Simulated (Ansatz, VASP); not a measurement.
**KF in VASP and in Ansatz**

Contents of INCAR:

```
SYSTEM = KF
PREC     = Accurate       ! precision mode
ENCUT    = 600            ! plane-wave cutoff, eV
EDIFF    = 1E-6           ! SCF threshold, eV
ISMEAR   = -1             ! smearing method
SIGMA    = 0.05           ! smearing width, eV
LREAL    = .False.        ! projectors in reciprocal space
LASPH    = .True.         ! aspherical terms in the spheres
NELM     = 120            ! most SCF steps
ALGO     = Normal         ! electronic algorithm
ISIF     = 2              ! what is computed and relaxed
LWAVE    = .False.        ! write WAVECAR
LCHARG   = .False.        ! write CHGCAR
GGA      = PE             ! functional
NBANDS   = 15             ! bands
GGA_COMPAT= .False.
```

Contents of KPOINTS:

```
regular mesh
0
Gamma
  11 11 11
  0 0 0
```

POSCAR

```
KF
1.0
    0.0000000000      2.9945032571      2.9945032571
    2.9945032571      0.0000000000      2.9945032571
    2.9945032571      2.9945032571      0.0000000000
K F
1 1
Direct
    0.0000000000      0.0000000000      0.0000000000
    0.2500000000      0.2500000000      0.2500000000
```

Input for Ansatz:

```yaml
crystal:
  lattice:
    - [0.0, 2.9945032571, 2.9945032571]
    - [2.9945032571, 0.0, 2.9945032571]
    - [2.9945032571, 2.9945032571, 0.0]
  atoms:
    - { symbol: K, position: [0.0, 0.0, 0.0] }
    - { symbol: F, position: [0.25, 0.25, 0.25] }
kpoints:
  mp_grid: { grid: [11, 11, 11] }
scf:
  occupations: { method: fermi_dirac, width: 0.05 }
hamiltonian:
  xc: pbe
  pseudopotentials: { kind: all_electron, lapw: { basis_error: 0.00025 } }
output:
  forces: true
  stress: true
  eigenvalues: true
```

Change from the starting cell: volume scaled by 1.02.

Alike in both runs: task single point; functional PBE; k mesh 11 × 11 × 11; occupations fermi-dirac, width 0.05 eV; no spin polarisation.

|  | VASP | Ansatz |
| --- | --- | --- |
| version | VASP 6.6.1 | Ansatz 0.2.0 |
| potentials or method | VASP PAW PBE potentials, release 64 (K_sv, F), cutoff 600 eV | all-electron LAPW, scalar-relativistic |

Ansatz gave:

| Property | Result |
| --- | --- |
| gap on the k mesh at the Fermi level (eV) | 5.01 |
| pressure (GPa) | -0.4 |

**Question.** Which values does VASP return?

**Answer.** gap on the k mesh at the Fermi level (eV): 5.00; pressure (GPa): -0.4.

Ansatz ran all-electron here, and VASP with PAW potentials.
